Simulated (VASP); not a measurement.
# Cr (Im-3m) in VASP: single point with LDA

Aim: the single point of Cr with LDA.

All numbers are computed with VASP 6.6.1; they aren't measurements. Logs are shortened: lines on timing, memory, paths and dates and some standing lists are left out, and cuts for length are marked.

## (1) The cell of the first run

It takes space group Im-3m (No. 229, cubic). Conventional cell: a = 2.885 Å, b = 2.885 Å, c = 2.885 Å, α = 90.00°, β = 90.00°, γ = 90.00°. Cr (site symmetry m-3m) has 14 Cr at 2.50 to 2.88 Å within 3.3 Å.

## (2) Single point, LDA, collinear spin, antiferromagnetic start

The input, INCAR:

```
  ALGO = Normal
  EDIFF = 1E-7
  ENCUT = 520
  GGA = CA
  ISIF = 2
  ISMEAR = 0
  ISPIN = 2
  LASPH = T
  LCHARG = F
  LMAXMIX = 4
  LORBIT = 11
  LREAL = F
  LWAVE = F
  MAGMOM = 1.5 -1.5
  NBANDS = 23
  NELM = 150
  PREC = Accurate
  SIGMA = 0.1
```

The input, KPOINTS:

```
k-points
0
Gamma
  14 14 14
```

The input, POSCAR:

```
Cr
1.0
    2.8850000000      0.0000000000      0.0000000000
    0.0000000000      2.8850000000      0.0000000000
    0.0000000000      0.0000000000      2.8850000000
Cr
2
Direct
    0.0000000000      0.0000000000      0.0000000000
    0.5000000000      0.5000000000      0.5000000000
```

Potentials or basis: VASP PAW LDA potentials, release 64 (Cr_pv).

On the command line:

```console
$ cat potpaw_LDA.64/Cr_pv/POTCAR > POTCAR
$ mpirun -np 1 vasp_std > vasp.out
```

OUTCAR:

```text
EDIFF = 1E-7
   ENCUT = 520
   GGA = CA
   ISIF = 2
   ISMEAR = 0
   ISPIN = 2
   LASPH = T
   LORBIT = 11
   LREAL = F
   NELM = 150
   PREC = Accurate

 ion  position               nearest neighbor table
   1  0.000  0.000  0.000-   2 2.50   2 2.50   2 2.50   2 2.50   2 2.50   2 2.50   2 2.50   2 2.50

   2  0.500  0.500  0.500-   1 2.50   1 2.50   1 2.50   1 2.50   1 2.50   1 2.50   1 2.50   1 2.50

  LATTYP: Found a simple cubic cell.
 ALAT       =     2.8850000000

  Lattice vectors:

 A1 = (   2.8850000000,   0.0000000000,   0.0000000000)
 A2 = (   0.0000000000,   2.8850000000,   0.0000000000)
 A3 = (   0.0000000000,   0.0000000000,   2.8850000000)

Analysis of symmetry for initial positions (statically):
=====================================================================
 Subroutine PRICEL returns following result:

  LATTYP: Found a body centered cubic cell.
 ALAT       =     2.8850000000

  Lattice vectors:

 A1 = (   1.4425000000,   1.4425000000,  -1.4425000000)
 A2 = (  -1.4425000000,   1.4425000000,   1.4425000000)
 A3 = (   1.4425000000,  -1.4425000000,   1.4425000000)

   2 primitive cells build up your supercell.

 Routine SETGRP: Setting up the symmetry group for a
 simple cubic supercell.

 Subroutine GETGRP returns: Found 48 space group operations
 (whereof 48 operations were pure point group operations)
 out of a pool of 48 trial point group operations.

The static configuration has the point symmetry O_h .

Analysis of symmetry for dynamics (positions and initial velocities):
=====================================================================
 Subroutine PRICEL returns following result:

  LATTYP: Found a body centered cubic cell.
 ALAT       =     2.8850000000

  Lattice vectors:

 A1 = (   1.4425000000,   1.4425000000,  -1.4425000000)
 A2 = (  -1.4425000000,   1.4425000000,   1.4425000000)
 A3 = (   1.4425000000,  -1.4425000000,   1.4425000000)

   2 primitive cells build up your supercell.

 Routine SETGRP: Setting up the symmetry group for a
 simple cubic supercell.

 Subroutine GETGRP returns: Found 48 space group operations
 (whereof 48 operations were pure point group operations)
 out of a pool of 48 trial point group operations.

The dynamic configuration has the point symmetry O_h .

Analysis of structural, dynamic, and magnetic symmetry:
=====================================================================
 Subroutine PRICEL returns following result:

  LATTYP: Found a body centered cubic cell.
 ALAT       =     2.8850000000

  Lattice vectors:

 A1 = (   1.4425000000,   1.4425000000,  -1.4425000000)
 A2 = (  -1.4425000000,   1.4425000000,   1.4425000000)
 A3 = (   1.4425000000,  -1.4425000000,   1.4425000000)

   2 primitive cells build up your supercell.

 Routine SETGRP: Setting up the symmetry group for a
 simple cubic supercell.

 Subroutine GETGRP returns: Found 48 space group operations
 (whereof 48 operations were pure point group operations)
 out of a pool of 48 trial point group operations.

The overall configuration has the point symmetry O_h .

 Subroutine INISYM returns: Found 48 space group operations
 (whereof 48 operations are pure point group operations),
 and found     2 'primitive' translations

----------------------------------------------------------------------------------------

                                     Primitive cell

  volume of cell :      12.0063

  direct lattice vectors                    reciprocal lattice vectors
     1.442500000  1.442500000 -1.442500000     0.346620451  0.346620451  0.000000000
    -1.442500000  1.442500000  1.442500000    -0.000000000  0.346620451  0.346620451
     1.442500000 -1.442500000  1.442500000     0.346620451  0.000000000  0.346620451

  length of vectors
     2.498483290  2.498483290  2.498483290     0.490195342  0.490195342  0.490195342

  position of ions in fractional coordinates (direct lattice)
     0.000000000  0.000000000  0.000000000

  ion indices of the primitive-cell ions
   primitive index   ion index
                 1           1

----------------------------------------------------------------------------------------

 KPOINTS: k-points

Automatic generation of k-mesh.
 Grid dimensions read from file:
 generate k-points for:   14   14   14

 Generating k-lattice:

  Cartesian coordinates                     Fractional coordinates (reciprocal lattice)
     0.024758604  0.000000000  0.000000000     0.071428571  0.000000000  0.000000000
     0.000000000  0.024758604  0.000000000     0.000000000  0.071428571  0.000000000
     0.000000000  0.000000000  0.024758604     0.000000000  0.000000000  0.071428571

  Length of vectors
     0.024758604  0.024758604  0.024758604

  Shift w.r.t. Gamma in fractional coordinates (k-lattice)
     0.000000000  0.000000000  0.000000000

 Subroutine IBZKPT returns following result:
 ===========================================

 Found    120 irreducible k-points:

 Following reciprocal coordinates:
            Coordinates               Weight
  0.000000  0.000000  0.000000      1.000000
  0.071429  0.000000  0.000000      6.000000
  0.142857  0.000000  0.000000      6.000000
  0.214286  0.000000  0.000000      6.000000
  0.285714  0.000000  0.000000      6.000000
  0.357143  0.000000  0.000000      6.000000
[... 16 lines left out ...]
  0.285714  0.214286  0.000000     24.000000
  0.357143  0.214286  0.000000     24.000000
 [... further k-points ...]
   k-points           NKPTS =    120   k-points in BZ     NKDIM =    120   number of bands    NBANDS=     23
   number of dos      NEDOS =    301   number of ions     NIONS =      2
   total plane-waves  NPLWV =  13824
   dimension x,y,z NGX =    24 NGY =   24 NGZ =   24
   dimension x,y,z NGXF=    48 NGYF=   48 NGZF=   48
   ions per type =               2
   NGX,Y,Z   is equivalent  to a cutoff of  13.83, 13.83, 13.83 a.u.
   NGXF,Y,Z  is equivalent  to a cutoff of  27.66, 27.66, 27.66 a.u.
 SYSTEM =  unknown system
   PREC   = accura    normal or accurate (medium, high low for compatibility)
   ISTART =      0    job   : 0-new  1-cont  2-samecut
   ICHARG =      2    charge: 1-file 2-atom 10-const
   ISPIN  =      2    spin polarized calculation?
   LNONCOLLINEAR =      F non collinear calculations
   LSORBIT =      F    spin-orbit coupling
   LASPH  =      T    aspherical Exc in radial PAW
   ENCUT  =  520.0 eV  38.22 Ry    6.18 a.u.   5.36  5.36  5.36*2*pi/ulx,y,z
   NELM   =    150;   NELMIN=  2; NELMDL= -5     # of ELM steps
   EDIFF  = 0.1E-06   stopping-criterion for ELM
   LREAL  =      F    real-space projection
   EDIFFG = 0.1E-05   stopping-criterion for IOM
   NSW    =      0    number of steps for IOM
   IBRION =     -1    ionic relax: 0-MD 1-quasi-New 2-CG
   NFREE  =      0    steps in history (QN), initial steepest desc. (CG)
   ISIF   =      2    stress and relaxation
   ISYM   =      2    0-nonsym 1-usesym 2-fastsym
   POTIM  = 0.5000    time-step for ionic-motion
   TEBEG  =    0.0;   TEEND  =   0.0 temperature during run
   PSTRESS=    0.0 pullay stress
   NELECT =      24.0000    total number of electrons
   NUPDOWN=      -1.0000    fix difference up-down
   EMIN   =  10.00;   EMAX   =-10.00  energy-range for DOS
   EFERMI =   0.00;   METHOD = LEGACY
   ISMEAR =     0;   SIGMA  =   0.10  broadening in eV -4-tet -1-fermi 0-gaus
   EFERMI_NEDOS =   21; number of points for ismear=-14 and -15
   IALGO  =     38    algorithm
   IMIX   =      4    mixing-type and parameters
     AMIX     =   0.40;   BMIX     =  1.00
     AMIX_MAG =   1.60;   BMIX_MAG =  1.00
  volume/ion in A,a.u.               =      12.01        81.02
  Fermi-wavevector in a.u.,A,eV,Ry     =   1.636814  3.093131 36.452202  2.679161
  Thomas-Fermi vector in A             =   2.728058
   LORBIT       =     11    0 simple, 1 ext, 2 COOP (PROOUT), +10 PAW based schemes
   GGA     = CA    functional components
   LHFCALC =     F    Hartree Fock is set to
   AEXX    =    0.0000 exact exchange contribution
   IVDW    =     0    specifies the selected vdW correction
   LEPSILON=     F    determine dielectric tensor
   LRPA    =     F    only Hartree local field effects (RPA)
 spin polarized calculation
 Gauss-broadening in eV      SIGMA  =   0.10
  energy-cutoff  :      520.00
  volume of cell :       24.01
 maximum number of plane-waves:       672
 NGX is ok and might be reduce to    24
   NGX = 11   NGY = 11   NGZ = 11

 number of electron      23.9999981 magnetization      -0.0000000

 number of electron      23.9999981 magnetization       0.0000000

 Free energy of the ion-electron system (eV)
  ---------------------------------------------------
  ext. energy  EPLUGINS =         0.00000000
  ---------------------------------------------------
  free energy    TOTEN  =       -21.06660688 eV

  energy without entropy =      -21.05903954  energy(sigma->0) =      -21.06282321

 E-fermi :  10.2688     XC(G=0): -13.7769

 val. band max:       10.2304740250   @ k =   0.4286   0.0714   0.0000
 cond. band min:      10.2767861584   @ k =   0.4286   0.1429   0.0000
 fundamental gap:      0.0463121334
 Fermi energy:        10.2688358925

 spin component 1

 k-point     1 :       0.0000    0.0000    0.0000
  band No.  band energies     occupation
      1     -32.7215      1.00000
      2     -32.7215      1.00000
      3     -32.7215      1.00000
      4     -32.1452      1.00000
      5     -32.1452      1.00000
      6     -32.1452      1.00000
[... 613 lines left out ...]
     22      25.4398      0.00000
     23      26.0600      0.00000

 [... further k-points ...]

 spin component 2

 k-point     1 :       0.0000    0.0000    0.0000
  band No.  band energies     occupation
      1     -32.7215      1.00000
      2     -32.7215      1.00000
      3     -32.7215      1.00000
      4     -32.1452      1.00000
      5     -32.1452      1.00000
      6     -32.1452      1.00000
[... 613 lines left out ...]
     22      25.4398      0.00000
     23      26.0600      0.00000

 [... further k-points ...]

------------------------ aborting loop because EDIFF is reached ----------------------------------------

  FORCE on cell =-STRESS in cart. coord.  units (eV):
  Direction    XX          YY          ZZ          XY          YZ          ZX
  --------------------------------------------------------------------------------------
  -------------------------------------------------------------------------------------
  Total       -3.7164471     -3.7164471     -3.7164471     -0.0000000      0.0000000      0.0000000
  in kB     -247.9711104   -247.9711104   -247.9711104     -0.0000000      0.0000000      0.0000000
  external PRESSURE =    -247.9711104 kB  Pullay stress =       0.0000000 kB

 VOLUME and BASIS-vectors are now :
 -----------------------------------------------------------------------------
  energy-cutoff  :      520.00
  volume of cell :       24.01
      direct lattice vectors                 reciprocal lattice vectors
     2.885000000  0.000000000  0.000000000     0.346620451  0.000000000  0.000000000
     0.000000000  2.885000000  0.000000000     0.000000000  0.346620451  0.000000000
     0.000000000  0.000000000  2.885000000     0.000000000  0.000000000  0.346620451

 POSITION                                       TOTAL-FORCE (eV/Angst)
 -----------------------------------------------------------------------------------
      0.00000      0.00000      0.00000         0.000000      0.000000      0.000000
      1.44250      1.44250      1.44250        -0.000000     -0.000000     -0.000000
 -----------------------------------------------------------------------------------
    total drift:                                0.000000      0.000000     -0.000000

  FREE ENERGIE OF THE ION-ELECTRON SYSTEM (eV)
  ---------------------------------------------------
  free  energy   TOTEN  =       -21.0666068783 eV

  energy  without entropy=      -21.0590395422  energy(sigma->0) =      -21.06282321

 total charge

# of ion       s       p       d       tot
------------------------------------------
    1        0.415   6.375   4.191  10.982
    2        0.415   6.375   4.191  10.982
--------------------------------------------------
tot          0.830  12.751   8.383  21.963

 magnetization (x)

# of ion       s       p       d       tot
------------------------------------------
    1       -0.000  -0.000  -0.002  -0.002
    2        0.000   0.000   0.002   0.002
--------------------------------------------------
tot          0.000   0.000   0.000   0.000
```

Wall time 3.8 min (1 thread of Intel Xeon 8259CL, shared host); peak memory 0.2 GiB.

Results:

```
Free energy                                           : -21.0666 eV
Pressure                                              : -24.8 GPa
Band gap on the k mesh                                : zero (filled and empty bands overlap)
Net moment                                            : 0.00 μB per cell
Valence electrons inside the program's atomic spheres : Cr 10.98
```

Caveat: the cell stands under tension; an empty level that is flat over the whole mesh can mark a ghost state of the potentials, or a narrow d or f band; the moments typed at the start vanished in this run.

The gap in the log of VASP goes by the Fermi energy; the results here count the filled bands.